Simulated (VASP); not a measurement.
Set up this calculation in VASP 6.6.1, as the native input.

```yaml
Task: single point
Functional: PBE
Potentials_or_basis: VASP PAW PBE potentials, release 64 (W_sv, S)
Cutoff: 520 eV
k_mesh: 3 × 3 × 10
Occupations: gaussian, width 0.02 eV
Spin: no spin polarisation
Dipole_correction: no
Further_INCAR_settings: ALGO = Normal; EDIFF = 1e-06; NBANDS = 42
```

The structure of WS3 lies in POSCAR:

```
WS3
1.0
    9.8500507911      0.0000000000      0.0000000000
   -4.9250253956      8.5303942136      0.0000000000
    0.0000000000      0.0000000000      2.9463252075
W S
2 6
Direct
    0.6666666667      0.3333333333      0.7122619260
    0.3333333333      0.6666666667      0.2122619260
    0.7236876760      0.1781147554      0.2625518499
    0.8218852446      0.5455729206      0.2625518499
    0.4544270794      0.2763123240      0.2625518499
    0.2763123240      0.8218852446      0.7625518499
    0.1781147554      0.4544270794      0.7625518499
    0.5455729206      0.7236876760      0.7625518499
```

The input as run:

INCAR

```
SYSTEM = WS3
  ALGO = Normal
  EDIFF = 1E-6
  ENCUT = 520
  GGA = PE
  ISIF = 2
  ISMEAR = 0
  LASPH = .True.
  LCHARG = .False.
  LREAL = .False.
  LWAVE = .False.
  NBANDS = 42
  NELM = 60
  PREC = Accurate
  SIGMA = 0.02
```

KPOINTS

```
k-points
0
Gamma
  3 3 10
  0 0 0
```

Potentials or basis: VASP PAW PBE potentials, release 64 (W_sv, S).

Launch:

```console
$ cat potpaw_PBE.64/W_sv/POTCAR potpaw_PBE.64/S/POTCAR > POTCAR
$ mpirun -np 1 vasp_std > vasp.out
```

Results of the run:

```
Pressure               : 0.0 GPa
Largest force          : 0.011 eV/Å
Band gap on the k mesh : 0.84 eV (least direct gap 0.87 eV)
```

Caveat: spin-orbit coupling is left out, which moves the levels of the heavy elements.

It took 3.1 min on 1 thread of Intel(R) Xeon(R) 6975P-C (Granite Rapids) (shared host), peak memory 0.44 GiB.
